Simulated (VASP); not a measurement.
## Zr: single point with PBE

The system is Zr.

```
Zr
1.0
     0.00000    3.07644    3.07644
     3.07644    0.00000    3.07644
     3.07644    3.07644    0.00000
Zr
2
Cartesian
  0.0000 0.0000 0.0000
  1.5382 1.5382 1.5382
```

This isn't the form of Zr at room conditions, which is hcp.

```json
{
 "Program": "VASP 6.6.1",
 "Task": "single point",
 "Functional": "PBE",
 "Potentials or basis": "VASP PAW PBE potentials, release 64 (Zr_sv)",
 "Cutoff": "520 eV",
 "k mesh": "30 × 30 × 30",
 "Occupations": "fermi-dirac, width 0.0612256 eV",
 "Spin": "no spin polarisation"
}
```

The pressure is 2.5 GPa. The band gap on the k mesh is zero (bands 12 and 13 overlap by 0.26 eV).

Levels at points of the mesh, in eV from the Fermi level:
| k point | band 10 | band 11 | band 12 | band 13 | band 14 | band 15 |
| --- | --- | --- | --- | --- | --- | --- |
| (0.00, 0.00, 0.00) | -0.95 | -0.95 | 0.01 | 0.01 | 0.01 | 2.24 |
| (0.50, 0.00, 0.00) | -1.24 | -0.83 | -0.83 | -0.18 | -0.18 | 0.88 |
| (0.50, 0.50, 0.00) | -1.96 | -0.11 | -0.11 | 0.53 | 0.53 | 1.75 |

Run time: 16 min on 1 thread of Intel Xeon 8259CL (shared host), peak memory 0.72 GiB.
